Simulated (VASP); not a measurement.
Wanted: the native input for a VASP 6.6.1 run.

* Task: single point
* Functional: PBE
* Potentials or basis: VASP PAW PBE potentials, release 64 (F)
* Cutoff: 520 eV
* k mesh: 1 × 1 × 1
* Occupations: fermi-dirac, width 0.02 eV
* Spin: no spin polarisation
* Dipole correction: no
* Further INCAR settings: ALGO = Normal; EDIFF = 1e-06; NBANDS = 14

The structure of F2 lies in POSCAR:

```
F
1.0
    9.0000000000      0.0000000000      0.0000000000
    0.0000000000      9.5000000000      0.0000000000
    0.0000000000      0.0000000000     10.0000000000
F
2
Direct
    0.5000000000      0.5000000000      0.4292978184
    0.5000000000      0.5000000000      0.5707021816
```

These files were run (other wordings do the same):

INCAR

```
SYSTEM = F
PREC     = Accurate       ! precision mode
ENCUT    = 520            ! plane-wave cutoff, eV
EDIFF    = 1E-6           ! SCF threshold, eV
ISMEAR   = -1             ! smearing method
SIGMA    = 0.02           ! smearing width, eV
LREAL    = .False.        ! projectors in reciprocal space
LASPH    = .True.         ! aspherical terms in the spheres
NELM     = 60             ! most SCF steps
ALGO     = Normal         ! electronic algorithm
ISIF     = 2              ! what is computed and relaxed
LWAVE    = .False.        ! write WAVECAR
LCHARG   = .False.        ! write CHGCAR
GGA      = PE             ! functional
NBANDS   = 14             ! bands
```

KPOINTS

```
regular mesh
0
Gamma
  1 1 1
  0 0 0
```

Potentials or basis: VASP PAW PBE potentials, release 64 (F).

The run is started by

```sh
$ cat potpaw_PBE.64/F/POTCAR > POTCAR
$ mpirun -np 1 vasp_gam > vasp.out
```

It gave:

```
Largest force                   : 0.374 eV/Å
Gap between the frontier levels : 3.53 eV
```

Wall time 49 s on 1 thread of AMD EPYC 7R43 64-Core Processor (Zen 3) (shared host), peak memory 0.71 GiB.
